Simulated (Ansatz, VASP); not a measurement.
## P in VASP and in Ansatz

```
P
1.0
     2.59888    0.00000    0.00000
    -1.29944    2.25070    0.00000
     0.00000    0.00000    2.49508
P
1
Direct
  0.00000 0.00000 0.00000
```

Alike in both runs: functional PBE; k mesh 6 × 6 × 6; occupations gaussian, width 0.1 eV; no spin polarisation.

Ansatz relaxed the structure, and its values are those at the end. VASP's run is a single point on that final structure, the one shown.

```csv
,VASP,Ansatz
version,VASP 6.6.1,Ansatz 0.2.0
potentials or method,"VASP PAW PBE potentials, release 64 (P), cutoff 520 eV","scalar-relativistic, plane waves, PAW"
valence electrons in the cell,5,5
```

Ansatz gave:

| Quantity | Value |
| --- | --- |
| gap on the k mesh at the Fermi level (eV) | none |
| pressure (GPa) | -0.1 |

Q: Which values does VASP return?

A: gap on the k mesh at the Fermi level (eV): none; pressure (GPa): -0.3.

A gap of «none» marks a metal or a gap that the smearing closes. With one functional, cell and mesh, what is left measures potentials, basis and numerics.

The k mesh is coarse, so the values compare programs but aren't converged.
